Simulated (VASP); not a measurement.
# Pt (I4/mmm) in VASP: notebook, part 3 of 3

VASP 6.6.1.

## (4) Single point, PBEsol (strain -0.015 along x and y, +0.015 along z)

The input, INCAR:

```
SYSTEM = Pt
PREC = Accurate
ENCUT = 520
EDIFF = 1E-6
ISMEAR = 0
SIGMA = 0.15
LREAL = .False.
LASPH = .True.
NELM = 80
ALGO = Normal
ISIF = 2
LWAVE = .False.
LCHARG = .False.
GGA = PS
NBANDS = 11
```

The input, KPOINTS:

```
regular mesh
0
Gamma
  20 20 20
  0 0 0
```

The input, POSCAR:

```
Pt
1.0
    0.0000000000      1.9285315000      1.9872685000
    1.9285315000      0.0000000000      1.9872685000
    1.9285315000      1.9285315000      0.0000000000
Pt
1
Direct
    0.0000000000      0.0000000000      0.0000000000
```

Potentials or basis: VASP PAW PBE potentials, release 64 (Pt).

On the command line:

```console
cat potpaw_PBE.64/Pt/POTCAR > POTCAR
mpirun -np 1 vasp_std > vasp.out
```

OUTCAR:

```text
SYSTEM = Pt
   PREC = Accurate
   ENCUT = 520
   EDIFF = 1E-6
   ISMEAR = 0
   LREAL = .False.
   LASPH = .True.
   NELM = 80
   ISIF = 2
   GGA = PS

 ion  position               nearest neighbor table
   1  0.000  0.000  0.000-

  LATTYP: Found a body centered tetragonal cell.
 ALAT       =     2.7273554028
 C/A-ratio  =     1.4572860567

  Lattice vectors:

 A1 = (  -1.9285315000,   0.0000000000,   1.9872685000)
 A2 = (   1.9285315000,   0.0000000000,   1.9872685000)
 A3 = (   0.0000000000,   1.9285315000,  -1.9872685000)

Analysis of symmetry for initial positions (statically):
=====================================================================
 Subroutine PRICEL returns:
 Original cell was already a primitive cell.

 Routine SETGRP: Setting up the symmetry group for a
 body centered tetragonal supercell.

 Subroutine GETGRP returns: Found 16 space group operations
 (whereof 16 operations were pure point group operations)
 out of a pool of 16 trial point group operations.

The static configuration has the point symmetry D_4h.

Analysis of symmetry for dynamics (positions and initial velocities):
=====================================================================
 Subroutine PRICEL returns:
 Original cell was already a primitive cell.

 Routine SETGRP: Setting up the symmetry group for a
 body centered tetragonal supercell.

 Subroutine GETGRP returns: Found 16 space group operations
 (whereof 16 operations were pure point group operations)
 out of a pool of 16 trial point group operations.

The dynamic configuration has the point symmetry D_4h.

 Subroutine INISYM returns: Found 16 space group operations
 (whereof 16 operations are pure point group operations),
 and found     1 'primitive' translations

----------------------------------------------------------------------------------------

                                     Primitive cell

  volume of cell :      14.7822

  direct lattice vectors                    reciprocal lattice vectors
     0.000000000  1.928531500  1.987268500    -0.259264627  0.259264627  0.251601633
     1.928531500  0.000000000  1.987268500     0.259264627 -0.259264627  0.251601633
     1.928531500  1.928531500  0.000000000     0.259264627  0.259264627 -0.251601633

  length of vectors
     2.769200216  2.769200216  2.727355403     0.444679295  0.444679295  0.444679295

  position of ions in fractional coordinates (direct lattice)
     0.000000000  0.000000000  0.000000000

  ion indices of the primitive-cell ions
   primitive index   ion index
                 1           1

----------------------------------------------------------------------------------------

 KPOINTS: regular mesh

Automatic generation of k-mesh.
 Grid dimensions read from file:
 generate k-points for:   20   20   20

 Generating k-lattice:

  Cartesian coordinates                     Fractional coordinates (reciprocal lattice)
    -0.012963231  0.012963231  0.012580082     0.050000000  0.000000000  0.000000000
     0.012963231 -0.012963231  0.012580082     0.000000000  0.050000000  0.000000000
     0.012963231  0.012963231 -0.012580082     0.000000000  0.000000000  0.050000000

  Length of vectors
     0.022233965  0.022233965  0.022233965

  Shift w.r.t. Gamma in fractional coordinates (k-lattice)
     0.000000000  0.000000000  0.000000000

 Subroutine IBZKPT returns following result:
 ===========================================

 Found    641 irreducible k-points:

 Following reciprocal coordinates:
            Coordinates               Weight
  0.000000  0.000000  0.000000      1.000000
  0.050000  0.000000  0.000000      8.000000
  0.100000  0.000000  0.000000      8.000000
  0.150000  0.000000  0.000000      8.000000
  0.200000  0.000000  0.000000      8.000000
  0.250000  0.000000  0.000000      8.000000
[... 16 lines left out ...]
 -0.400000  0.050000  0.000000      8.000000
 -0.350000  0.050000  0.000000      8.000000
 [... further k-points ...]
   k-points           NKPTS =    641   k-points in BZ     NKDIM =    641   number of bands    NBANDS=     11
   number of dos      NEDOS =    301   number of ions     NIONS =      1
   total plane-waves  NPLWV =  11520
   dimension x,y,z NGX =    24 NGY =   24 NGZ =   20
   dimension x,y,z NGXF=    48 NGYF=   48 NGZF=   40
   ions per type =               1
   NGX,Y,Z   is equivalent  to a cutoff of  14.41, 14.41, 12.19 a.u.
   NGXF,Y,Z  is equivalent  to a cutoff of  28.82, 28.82, 24.38 a.u.
 SYSTEM =  Pt
   PREC   = accura    normal or accurate (medium, high low for compatibility)
   ISTART =      0    job   : 0-new  1-cont  2-samecut
   ICHARG =      2    charge: 1-file 2-atom 10-const
   ISPIN  =      1    spin polarized calculation?
   LNONCOLLINEAR =      F non collinear calculations
   LSORBIT =      F    spin-orbit coupling
   LASPH  =      T    aspherical Exc in radial PAW
   ENCUT  =  520.0 eV  38.22 Ry    6.18 a.u.   5.15  5.15  5.07*2*pi/ulx,y,z
   NELM   =     80;   NELMIN=  2; NELMDL= -5     # of ELM steps
   EDIFF  = 0.1E-05   stopping-criterion for ELM
   LREAL  =      F    real-space projection
   EDIFFG = 0.1E-04   stopping-criterion for IOM
   NSW    =      0    number of steps for IOM
   IBRION =     -1    ionic relax: 0-MD 1-quasi-New 2-CG
   NFREE  =      0    steps in history (QN), initial steepest desc. (CG)
   ISIF   =      2    stress and relaxation
   ISYM   =      2    0-nonsym 1-usesym 2-fastsym
   POTIM  = 0.5000    time-step for ionic-motion
   TEBEG  =    0.0;   TEEND  =   0.0 temperature during run
   PSTRESS=    0.0 pullay stress
   NELECT =      10.0000    total number of electrons
   NUPDOWN=      -1.0000    fix difference up-down
   EMIN   =  10.00;   EMAX   =-10.00  energy-range for DOS
   EFERMI =   0.00;   METHOD = LEGACY
   ISMEAR =     0;   SIGMA  =   0.15  broadening in eV -4-tet -1-fermi 0-gaus
   EFERMI_NEDOS =   21; number of points for ismear=-14 and -15
   IALGO  =     38    algorithm
   IMIX   =      4    mixing-type and parameters
     AMIX     =   0.40;   BMIX     =  1.00
     AMIX_MAG =   1.60;   BMIX_MAG =  1.00
  volume/ion in A,a.u.               =      14.78        99.76
  Fermi-wavevector in a.u.,A,eV,Ry     =   1.437126  2.715774 28.100533  2.065331
  Thomas-Fermi vector in A             =   2.556238
   LORBIT       =      0    0 simple, 1 ext, 2 COOP (PROOUT), +10 PAW based schemes
   GGA     = PS    functional components
   LHFCALC =     F    Hartree Fock is set to
   AEXX    =    0.0000 exact exchange contribution
   IVDW    =     0    specifies the selected vdW correction
   LEPSILON=     F    determine dielectric tensor
   LRPA    =     F    only Hartree local field effects (RPA)
 non-spin polarized calculation
 Gauss-broadening in eV      SIGMA  =   0.15
  energy-cutoff  :      520.00
  volume of cell :       14.78
 maximum number of plane-waves:       408
 NGX is ok and might be reduce to    24
   NGX = 11   NGY = 11   NGZ = 11

 number of electron      10.0000000 magnetization

 Free energy of the ion-electron system (eV)
  ---------------------------------------------------
  ext. energy  EPLUGINS =         0.00000000
  ---------------------------------------------------
  free energy    TOTEN  =        -6.96737798 eV

  energy without entropy =       -6.94823796  energy(sigma->0) =       -6.95780797

 E-fermi :  11.4919     XC(G=0): -13.7462

 val. band max:       11.4893859390   @ k =   0.5000   0.0000   0.5000
 cond. band min:      11.4926018249   @ k =   0.5000   0.0500   0.1500
 fundamental gap:      0.0032158859
 Fermi energy:        11.4919086180

 k-point     1 :       0.0000    0.0000    0.0000
  band No.  band energies     occupation
      1       0.9620      2.00000
      2       7.3155      2.00000
      3       7.6864      2.00000
      4       7.6864      2.00000
      5       9.5835      2.00000
      6      10.0237      2.00000
      7      26.0671      0.00000
      8      30.5969      0.00000
      9      31.3936      0.00000
     10      31.3936      0.00000
     11      36.5170      0.00000

 k-point     2 :       0.0500    0.0000    0.0000
  band No.  band energies     occupation
      1       1.0652      2.00000
      2       7.3277      2.00000
      3       7.6678      2.00000
      4       7.7282      2.00000
      5       9.5641      2.00000
      6       9.9946      2.00000
      7      26.2314      0.00000
      8      30.4004      0.00000
      9      31.1836      0.00000
     10      31.5563      0.00000
     11      37.1524      0.00000
[... 295 lines left out ...]
 k-point    24 :      -0.3500    0.0500    0.0000
  band No.  band energies     occupation
      1       3.9336      2.00000
      2       7.4655      2.00000
      3       7.9012      2.00000
      4       8.4841      2.00000
      5      10.6586      2.00000
      6      11.4108      1.55581
      7      20.6651      0.00000
      8      26.5144      0.00000
      9      31.0255      0.00000
     10      33.0143      0.00000
     11      36.7601      0.00000

 [... further k-points ...]
[... 5 lines left out ...]
  --------------------------------------------------------------------------------------
  -------------------------------------------------------------------------------------
  Total        0.5712531      0.5712531      0.2225075      0.0000000     -0.0000000      0.0000000
  in kB       61.9154655     61.9154655     24.1165565      0.0000000     -0.0000000      0.0000000
  external PRESSURE =      49.3158292 kB  Pullay stress =       0.0000000 kB

 VOLUME and BASIS-vectors are now :
 -----------------------------------------------------------------------------
  energy-cutoff  :      520.00
  volume of cell :       14.78
      direct lattice vectors                 reciprocal lattice vectors
     0.000000000  1.928531500  1.987268500    -0.259264627  0.259264627  0.251601633
     1.928531500  0.000000000  1.987268500     0.259264627 -0.259264627  0.251601633
     1.928531500  1.928531500  0.000000000     0.259264627  0.259264627 -0.251601633

 POSITION                                       TOTAL-FORCE (eV/Angst)
 -----------------------------------------------------------------------------------
      0.00000      0.00000      0.00000         0.000000     -0.000000      0.000000
 -----------------------------------------------------------------------------------
    total drift:                                0.000000      0.000000     -0.000000

  FREE ENERGIE OF THE ION-ELECTRON SYSTEM (eV)
  ---------------------------------------------------
  free  energy   TOTEN  =        -6.9673779765 eV

  energy  without entropy=       -6.9482379595  energy(sigma->0) =       -6.95780797
```

Run time: 52 s. Hardware: 1 thread of Intel Xeon Platinum 8259CL at 2.50GHz (Skylake/Cascade Lake), shared host; peak memory 0.22 GiB.

What came out:

* Free energy: -6.9674 eV
* Pressure: 4.9 GPa
* Band gap on the k mesh: zero (band 5 reaches 12.17 eV, above the bottom of band 6 at 9.73 eV)

Stress tensor (GPa, compression positive):
```
6.19 0.00 0.00
0.00 6.19 0.00
0.00 0.00 2.41
```

Caveat: the cell differs from its parent crystal (strain -0.015 along x and y, +0.015 along z); the PAW data sets were made with another functional, which shifts forces and pressure a little; spin-orbit coupling is left out, which moves the levels of the heavy elements.

## (5) The runs side by side

```csv
cell,gap on the mesh (eV),pressure (GPa)
"a = 2.748, b = 2.748, c = 2.727 Å, angles 60.3, 60.3, 59.5°, 1 atom",none,9.7
"a = 2.748, b = 2.748, c = 2.769 Å, angles 59.8, 59.8, 60.5°, 1 atom",none,4.8
"a = 2.769, b = 2.769, c = 2.727 Å, angles 60.5, 60.5, 59.0°, 1 atom",none,4.9
```

Alike in all rows: task single point; level PBEsol; potentials or basis VASP PAW PBE potentials, release 64 (Pt); no spin polarisation; k mesh 20 × 20 × 20; cutoff (eV) 520; smearing gaussian 0.15 eV.

Caveats: the PAW data sets were made with another functional, which shifts forces and pressure a little; spin-orbit coupling is left out, which moves the levels of the heavy elements.

Absolute energies hang on the potentials; compare differences alone.
